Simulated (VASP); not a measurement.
A run of VASP 6.6.1 is set up as follows.

File INCAR:

```
ALGO = Normal
EDIFF = 1E-6
ENCUT = 520
GGA = PE
ISIF = 2
ISMEAR = 0
LASPH = T
LCHARG = F
LREAL = F
LWAVE = F
NBANDS = 52
NELM = 60
PREC = Accurate
SIGMA = 0.1
```

File KPOINTS:

```
k-points
0
Gamma
  6 6 2
```

The input POSCAR:

```
ZnCd2S
1.0
    3.7335209786      0.0000000000      0.0000000000
   -1.8667604893      3.2333240131      0.0000000000
    0.0000000000      0.0000000000     14.4060682479
Zn Cd S
2 4 2
Direct
    0.0000000000      0.0000000000      0.0000000000
    0.0000000000      0.0000000000      0.5000000000
    0.3333333333      0.6666666667      0.1331192425
    0.6666666667      0.3333333333      0.6331192425
    0.6666666667      0.3333333333      0.8668807575
    0.3333333333      0.6666666667      0.3668807575
    0.3333333333      0.6666666667      0.7500000000
    0.6666666667      0.3333333333      0.2500000000
```

Potentials or basis: VASP PAW PBE potentials, release 64 (Zn, Cd, S).

Command:

```console
$ cat potpaw_PBE.64/Zn/POTCAR potpaw_PBE.64/Cd/POTCAR potpaw_PBE.64/S/POTCAR > POTCAR
$ mpirun -np 1 vasp_std > vasp.out
```

Problem. Estimate the pressure.

Solution. 0.4 GPa.

Problem. Predict the largest force.

Solution. 0.019 eV/Å.

Stress tensor (GPa, compression positive):
```
0.27 0.00 0.00
0.00 0.27 0.00
0.00 0.00 0.58
```
